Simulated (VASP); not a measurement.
# HfC (WC type) (P-6m2) in VASP: notebook, part 2 of 2

VASP 6.6.1. Earlier steps stand in the parts before.

**3. Relaxation of cell and atoms, PBE, target pressure 0.032 GPa, at which the enthalpy is minimised**

This run uses another cell than the first one, of 13.21 Å³/atom.

INCAR

```
ALGO = Normal
EDIFF = 1E-7
EDIFFG = -0.005
ENCUT = 600
GGA = PE
IBRION = 2
ISIF = 3
ISMEAR = -1
LASPH = True
LCHARG = False
LREAL = False
LWAVE = False
NELM = 80
NSW = 32
PREC = Accurate
PSTRESS = 0.32
SIGMA = 0.1
```

KPOINTS

```
k-points
0
Gamma
  15 15 13
```

POSCAR

```
HfC
1.0
    3.2358678786      0.0000000000      0.0000000000
   -1.6179339393      2.8023437861      0.0000000000
    0.0000000000      0.0000000000      2.9135019124
Hf C
1 1
Direct
    0.0000000000      0.0000000000      0.0000000000
    0.3333333333      0.6666666667      0.5000000000
```

Potentials or basis: VASP PAW PBE potentials, release 64 (Hf_pv, C).

Run with:

```sh
$ cat potpaw_PBE.64/Hf_pv/POTCAR potpaw_PBE.64/C/POTCAR > POTCAR
$ mpirun -np 1 vasp_std > vasp.out
```

OUTCAR:

```text
EDIFF = 1E-7
   EDIFFG = -0.005
   ENCUT = 600
   GGA = PE
   IBRION = 2
   ISIF = 3
   ISMEAR = -1
   LASPH = True
   LREAL = False
   NELM = 80
   NSW = 32
   PREC = Accurate
   PSTRESS = 0.32

 ion  position               nearest neighbor table
   1  0.000  0.000  0.000-   2 2.37   2 2.37   2 2.37   2 2.37   2 2.37   2 2.37
   2  0.333  0.667  0.500-   1 2.37   1 2.37   1 2.37   1 2.37   1 2.37   1 2.37

  LATTYP: Found a hexagonal cell.
 ALAT       =     3.2358678786
 C/A-ratio  =     0.9003772780

  Lattice vectors:

 A1 = (   3.2358678786,   0.0000000000,   0.0000000000)
 A2 = (  -1.6179339393,   2.8023437861,   0.0000000000)
 A3 = (   0.0000000000,   0.0000000000,   2.9135019124)

Analysis of symmetry for initial positions (statically):
=====================================================================
 Subroutine PRICEL returns:
 Original cell was already a primitive cell.

 Routine SETGRP: Setting up the symmetry group for a
 hexagonal supercell.

 Subroutine GETGRP returns: Found 12 space group operations
 (whereof 12 operations were pure point group operations)
 out of a pool of 24 trial point group operations.

The static configuration has the point symmetry D_3h.

Analysis of symmetry for dynamics (positions and initial velocities):
=====================================================================
 Subroutine PRICEL returns:
 Original cell was already a primitive cell.

 Routine SETGRP: Setting up the symmetry group for a
 hexagonal supercell.

 Subroutine GETGRP returns: Found 12 space group operations
 (whereof 12 operations were pure point group operations)
 out of a pool of 24 trial point group operations.

The dynamic configuration has the point symmetry D_3h.

 Subroutine INISYM returns: Found 12 space group operations
 (whereof 12 operations are pure point group operations),
 and found     1 'primitive' translations

----------------------------------------------------------------------------------------

                                     Primitive cell

  volume of cell :      26.4197

  direct lattice vectors                    reciprocal lattice vectors
     3.235867879  0.000000000  0.000000000     0.309036103  0.178422077  0.000000000
    -1.617933939  2.802343786  0.000000000     0.000000000  0.356844155  0.000000000
     0.000000000  0.000000000  2.913501912     0.000000000  0.000000000  0.343229567

  length of vectors
     3.235867879  3.235867879  2.913501912     0.356844155  0.356844155  0.343229567

  position of ions in fractional coordinates (direct lattice)
     0.000000000  0.000000000  0.000000000
     0.333333333  0.666666667  0.500000000

  ion indices of the primitive-cell ions
   primitive index   ion index
                 1           1
                 2           2

----------------------------------------------------------------------------------------

 KPOINTS: k-points

Automatic generation of k-mesh.
 Grid dimensions read from file:
 generate k-points for:   15   15   13
[... 48 lines left out ...]
   total plane-waves  NPLWV =  18816
   dimension x,y,z NGX =    28 NGY =   28 NGZ =   24
   dimension x,y,z NGXF=    56 NGYF=   56 NGZF=   48
   ions per type =               1   1
   NGX,Y,Z   is equivalent  to a cutoff of  14.39, 14.39, 13.69 a.u.
   NGXF,Y,Z  is equivalent  to a cutoff of  28.77, 28.77, 27.39 a.u.
 SYSTEM =  unknown system
   PREC   = accura    normal or accurate (medium, high low for compatibility)
   ISTART =      0    job   : 0-new  1-cont  2-samecut
   ICHARG =      2    charge: 1-file 2-atom 10-const
   ISPIN  =      1    spin polarized calculation?
   LNONCOLLINEAR =      F non collinear calculations
   LSORBIT =      F    spin-orbit coupling
   LASPH  =      T    aspherical Exc in radial PAW
   ENCUT  =  600.0 eV  44.10 Ry    6.64 a.u.   6.46  6.46  5.82*2*pi/ulx,y,z
   NELM   =     80;   NELMIN=  2; NELMDL= -5     # of ELM steps
   EDIFF  = 0.1E-06   stopping-criterion for ELM
   LREAL  =      F    real-space projection
   EDIFFG = -.5E-02   stopping-criterion for IOM
   NSW    =     32    number of steps for IOM
   IBRION =      2    ionic relax: 0-MD 1-quasi-New 2-CG
   NFREE  =      1    steps in history (QN), initial steepest desc. (CG)
   ISIF   =      3    stress and relaxation
   ISYM   =      2    0-nonsym 1-usesym 2-fastsym
   POTIM  = 0.5000    time-step for ionic-motion
   TEBEG  =    0.0;   TEEND  =   0.0 temperature during run
   PSTRESS=    0.3 pullay stress
   NELECT =      14.0000    total number of electrons
   NUPDOWN=      -1.0000    fix difference up-down
   EMIN   =  10.00;   EMAX   =-10.00  energy-range for DOS
   EFERMI =   0.00;   METHOD = LEGACY
   ISMEAR =    -1;   SIGMA  =   0.10  broadening in eV -4-tet -1-fermi 0-gaus
   EFERMI_NEDOS =   21; number of points for ismear=-14 and -15
   IALGO  =     38    algorithm
   IMIX   =      4    mixing-type and parameters
     AMIX     =   0.40;   BMIX     =  1.00
     AMIX_MAG =   1.60;   BMIX_MAG =  1.00
  volume/ion in A,a.u.               =      13.21        89.14
  Fermi-wavevector in a.u.,A,eV,Ry     =   1.324774  2.503459 23.878567  1.755025
  Thomas-Fermi vector in A             =   2.454284
   LORBIT       =      0    0 simple, 1 ext, 2 COOP (PROOUT), +10 PAW based schemes
   GGA     = PE    functional components
   LHFCALC =     F    Hartree Fock is set to
   AEXX    =    0.0000 exact exchange contribution
   IVDW    =     0    specifies the selected vdW correction
   LEPSILON=     F    determine dielectric tensor
   LRPA    =     F    only Hartree local field effects (RPA)
 conjugate gradient relaxation of ions
 non-spin polarized calculation
  energy-cutoff  :      600.00
  volume of cell :       26.42
 maximum number of plane-waves:       897
 NGX is ok and might be reduce to    28
   NGX = 13   NGY = 13   NGZ = 11

--------------------------------------- Ionic step        1  -------------------------------------------

 number of electron      14.0000002 magnetization

 Free energy of the ion-electron system (eV)
  ---------------------------------------------------
  ext. energy  EPLUGINS =         0.00000000
  ---------------------------------------------------
  free energy    TOTEN  =       -19.52255411 eV

  energy without entropy =      -19.51009209  energy(sigma->0) =      -19.51632310

------------------------ aborting loop because EDIFF is reached ----------------------------------------

  FORCE on cell =-STRESS in cart. coord.  units (eV):
  Direction    XX          YY          ZZ          XY          YZ          ZX
  --------------------------------------------------------------------------------------
  -------------------------------------------------------------------------------------
  Total       -0.1148427     -0.1148427     -0.2081443      0.0000000      0.0000000     -0.0000000
  in kB       -6.9644458     -6.9644458    -12.6225633      0.0000000      0.0000000     -0.0000000
  external PRESSURE =      -9.1704850 kB  Pullay stress =       0.3200000 kB
[... 63 lines left out ...]
--------------------------------------- Ionic step        3  -------------------------------------------

 number of electron      14.0000001 magnetization

 Free energy of the ion-electron system (eV)
  ---------------------------------------------------
  ext. energy  EPLUGINS =         0.00000000
  ---------------------------------------------------
  free energy    TOTEN  =       -19.52289812 eV

  energy without entropy =      -19.51042465  energy(sigma->0) =      -19.51666139

 E-fermi :   5.4929     XC(G=0): -12.0009

 val. band max:        5.4667864756   @ k =   0.4000  -0.0000   0.0769
 cond. band min:       5.5440859843   @ k =   0.3333   0.0000   0.0769
 fundamental gap:      0.0772995087
 Fermi energy:         5.4928572180

 k-point     1 :       0.0000    0.0000    0.0000
  band No.  band energies     occupation
      1     -24.2618      2.00000
      2     -24.2618      2.00000
      3     -23.8473      2.00000
      4      -6.3988      2.00000
      5       3.9381      2.00000
      6       3.9381      2.00000
      7       4.3706      1.99997
      8       7.1815      0.00000
      9      10.4098      0.00000
     10      11.7773      0.00000
     11      11.7773      0.00000
[... 309 lines left out ...]
 k-point    24 :       0.4000    0.2000    0.0000
  band No.  band energies     occupation
      1     -24.7894      2.00000
      2     -24.5309      2.00000
      3     -23.7690      2.00000
      4      -3.6152      2.00000
      5       1.0225      2.00000
      6       3.4307      2.00000
      7       5.0745      1.96998
      8       7.0345      0.00000
      9       9.7223      0.00000
     10       9.9872      0.00000
     11      11.3780      0.00000

 [... further k-points ...]

------------------------ aborting loop because EDIFF is reached ----------------------------------------

  FORCE on cell =-STRESS in cart. coord.  units (eV):
  Direction    XX          YY          ZZ          XY          YZ          ZX
  --------------------------------------------------------------------------------------
  -------------------------------------------------------------------------------------
  Total        0.0094871      0.0094871      0.0046787     -0.0000000      0.0000000      0.0000000
  in kB        0.5778864      0.5778864      0.2849951     -0.0000000      0.0000000      0.0000000
  external PRESSURE =       0.1602560 kB  Pullay stress =       0.3200000 kB
[... 21 lines left out ...]
  energy  without entropy=      -19.5104246492  energy(sigma->0) =      -19.51666139

  enthalpy is  TOTEN    =       -19.5176447410 eV   P V=        0.0052533820

 reached required accuracy - stopping structural energy minimisation
```

OSZICAR:

```text
N       E                     dE             d eps       ncg     rms          rms(c)
DAV:   1     0.288838293700E+02    0.28884E+02   -0.84786E+03  4158   0.135E+03
[... 28 lines left out ...]
DAV:   1    -0.195246550831E+02   -0.25949E-02   -0.54291E-02  4173   0.224E+00    0.632E-01
DAV:   2    -0.195233996184E+02    0.12555E-02   -0.19182E-03  4344   0.439E-01    0.292E-01
DAV:   3    -0.195229044545E+02    0.49516E-03   -0.13645E-03  4518   0.327E-01    0.194E-01
DAV:   4    -0.195229041073E+02    0.34722E-06   -0.23641E-05  5755   0.478E-02    0.166E-01
DAV:   5    -0.195228994681E+02    0.46392E-05   -0.17764E-05  4969   0.273E-02    0.102E-02
DAV:   6    -0.195228983324E+02    0.11356E-05   -0.54326E-06  4872   0.137E-02    0.157E-02
DAV:   7    -0.195228980525E+02    0.27990E-06   -0.23331E-07  4582   0.443E-03    0.290E-03
DAV:   8    -0.195228981229E+02   -0.70390E-07   -0.16543E-08  2334   0.110E-03
   3 F= -.19517645E+02 E0= -.19511408E+02  d E =-.367390E-03
```

CONTCAR:

```text
HfC
   1.00000000000000
     3.2320674773078699   -0.0000000000000000   -0.0000000000000000
    -1.6160337386539350    2.7990525420366370    0.0000000000000000
    -0.0000000000000000    0.0000000000000000    2.9074222737586033
  Hf              C
     1     1
Direct
     0.0000000000000000    0.0000000000000000    1.0000000000000000
     0.3333333332999970    0.6666666667000030    0.5000000000000000

  0.00000000E+00  0.00000000E+00  0.00000000E+00
  0.00000000E+00  0.00000000E+00  0.00000000E+00
```

It took 3.6 min on 1 thread of Intel Xeon 8259CL, shared host; peak memory 0.23 GiB.

Results:

* Free energy: -19.5229 eV
* Relaxed volume: 13.15 Å³/atom
* Relaxed cell: a = 3.232 Å, b = 3.232 Å, c = 2.907 Å, α = 90.00°, β = 90.00°, γ = 120.00°
* Space group after relaxing (to 0.1 Å): P-6m2 (No. 187)
* Energy change on relaxing (the run minimises the enthalpy): -0.2 meV/atom
* Ionic steps: 3
* Pressure after relaxing: 0.0 GPa
* Band gap on the k mesh: zero (bands 7 and 8 overlap by 0.01 eV)

The path:
```
step  energy change (eV)  largest force (eV/Å)  pressure (GPa)  volume (Å³)
   1              0.0000                0.0000           -0.89        26.42
   2              0.0005                0.0000            1.45        26.13
   3             -0.0003                0.0000            0.05        26.30
```

Final structure:
```xyz
2
Lattice="3.2321 0.0000 0.0000 -1.6160 2.7991 0.0000 0.0000 0.0000 2.9074" Properties=species:S:1:pos:R:3 pbc="T T T"
Hf    0.0000    0.0000    2.9074
C     0.0000    1.8660    1.4537
```

Levels at points of the mesh, in eV from the Fermi level:
```
           k point  band 5  band 6  band 7  band 8  band 9  band 10
(0.00, 0.00, 0.00)   -1.55   -1.55   -1.12    1.69    4.92     6.28
```

Caveat: the cell is relaxed towards a set pressure, so the run minimises the enthalpy, not the energy; spin-orbit coupling is left out, which moves the levels of the heavy elements.

The gap in the log of VASP goes by the Fermi energy; the results here count the filled bands.